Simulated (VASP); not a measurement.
Cr, 4 atoms in the cell. The structure is hexagonal, space group P6_3/mmc (No. 194). The conventional cell has a = 2.342 Å, b = 2.342 Å, c = 8.254 Å, α = 90.00°, β = 90.00°, γ = 120.00°. Cr (site symmetry -3m) has 12 Cr at 2.34 to 2.47 Å within 3.1 Å. Cr (site symmetry -6m2) has 12 Cr at 2.34 to 2.47 Å within 3.1 Å. This isn't the form of Cr at room conditions, which is bcc.

* Program: VASP 6.6.1
* Task: single point
* Functional: LDA
* Potentials or basis: VASP PAW LDA potentials, release 64 (Cr_pv)
* Cutoff: 520 eV
* k mesh: 17 × 17 × 4
* Occupations: fermi-dirac, width 0.05 eV
* Spin: collinear spin, ferromagnetic start
* Starting moments: [1.5, 1.5, 1.5, 1.5] μB
* Dipole correction: no
* Further INCAR settings: ALGO = Normal; EDIFF = 1e-06; NBANDS = 36

Potentials or basis: VASP PAW LDA potentials, release 64 (Cr_pv).

Launch:

```sh
$ cat potpaw_LDA.64/Cr_pv/POTCAR > POTCAR
$ mpirun -np 1 vasp_std > vasp.out
```

Hardware: 1 thread of Oxide Virtual Turin-like Processor, on a shared host.

**Question.** Estimate the wall time of this run.

**Answer.** Wall time 3.3 min on 1 thread of Oxide Virtual Turin-like Processor, with other jobs on the host, peak memory 0.24 GiB. Counts: scf iterations 15, k points 99.
